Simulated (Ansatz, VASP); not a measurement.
# One calculation of TeAu2S3, two programs

```
CELL_PARAMETERS angstrom
3.95864 0.00000 0.00000
-1.97932 3.42829 0.00000
0.00000 0.00000 8.75893
ATOMIC_POSITIONS crystal
Te 0.00000 0.00000 0.00000
S 0.33333 0.66667 0.18410
S 0.66667 0.33333 0.81590
S 0.00000 0.00000 0.50000
Au 0.33333 0.66667 0.66000
Au 0.66667 0.33333 0.34000
```

Change from the starting cell: species swapped into the InSn2Te3 type (P-3m1, No. 164).

Alike in both runs: functional PBE; k mesh 3 × 3 × 2; occupations gaussian, width 0.15 eV; no spin polarisation.

Ansatz relaxed the structure, and its values are those at the end. VASP's run is a single point on that final structure, the one shown.

```csv
,VASP,Ansatz
version,VASP 6.6.1,Ansatz 0.2.0
potentials or method,"VASP PAW PBE potentials, release 64 (Te, S, Au), cutoff 500 eV","scalar-relativistic, plane waves, PAW"
valence electrons in the cell,46,72
```

```tsv
	VASP	Ansatz	Ansatz less VASP
gap on the k mesh at the Fermi level (eV)	none	none	-
pressure (GPa)	0.3	0.4	+0.20
rms of the force components (eV/Å)	0.031	0.035	+0.0047
```

A gap of «none» marks a metal or a gap that the smearing closes. VASP's potentials hold 46 valence electrons a cell and Ansatz's 72, so a difference there can come from the potentials and not from the codes.

The k mesh is coarse, so the values compare programs but aren't converged. Spin-orbit coupling is off throughout.
